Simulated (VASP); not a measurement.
Here is a VASP 6.6.1 calculation.

File INCAR:

```
SYSTEM = HfN
PREC = Accurate
ENCUT = 520
EDIFF = 1E-6
ISMEAR = 0
SIGMA = 0.15
LREAL = .FALSE.
LASPH = .TRUE.
NELM = 100
ALGO = Normal
ISIF = 2
LWAVE = .FALSE.
LCHARG = .FALSE.
GGA = PS
NBANDS = 14
```

File KPOINTS:

```
Automatic mesh
0
G
  14 14 14
  0 0 0
```

File POSCAR:

```
HfN
1.0
    0.0000000000      2.2507757578      2.2507757578
    2.2507757578      0.0000000000      2.2507757578
    2.2507757578      2.2507757578      0.0000000000
Hf N
1 1
Direct
   -0.0322649315      0.0854689739     -0.0158362982
    0.5322649315      0.4145310261      0.5158362982
```

Potentials or basis: VASP PAW PBE potentials, release 64 (Hf_pv, N).

Command:

```console
$ cat potpaw_PBE.64/Hf_pv/POTCAR potpaw_PBE.64/N/POTCAR > POTCAR
$ mpirun -np 1 vasp_std > vasp.out
```

Estimate the pressure.

23.8 GPa.

Predict the largest force.

4.867 eV/Å.

Forces on the atoms (eV/Å):
```
Hf  -3.708  2.061 -2.385
N    3.708 -2.061  2.385
```

Caveat: the cell differs from its parent crystal (atom 2 moved 0.45 Å); the PAW data sets were made with another functional, which shifts forces and pressure a little.
